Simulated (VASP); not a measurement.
Runs of VASP 6.6.1 on Ti3Br. The structure is that of space group Pm-3m (No. 221), or close to it. The cells are those of the table. The cell was generated, and may not be a known phase.

```csv
task,spin,cell,k mesh,cutoff (eV),gap on the mesh (eV),pressure (GPa),moment (μB)
relaxation of cell and atoms,collinear,"relaxed from a = 4.363 Å, 4 atoms",4 × 4 × 4,600,none,0.0,0.00
single point,collinear,"a = 4.084 Å, 4 atoms",4 × 4 × 4,520,none,(a),0.00
single point,off,"a = 4.084 Å, 4 atoms",12 × 12 × 12,520,none,0.0,-
single point,collinear,"a = 4.363 Å, 4 atoms",4 × 4 × 4,520,none,-9.8,1.26
relaxation of cell and atoms,off,"relaxed from a = 4.084 Å, 4 atoms",12 × 12 × 12,600,none,0.0,-
```

Alike in all rows: level PBE; potentials or basis VASP PAW PBE potentials, release 64 (Ti_sv, Br); smearing gaussian 0.1 eV.

**Question.** Fill in the values left out.

**Answer.** (a) 0.1.

Caveats: some runs use coarse meshes; the relaxation stopped at its first step, so nothing moved (at least some runs).

A k mesh can miss the band edges, and the runs leave out spin-orbit coupling on Br.

A gap of «none» marks levels without a gap at the run's occupations.
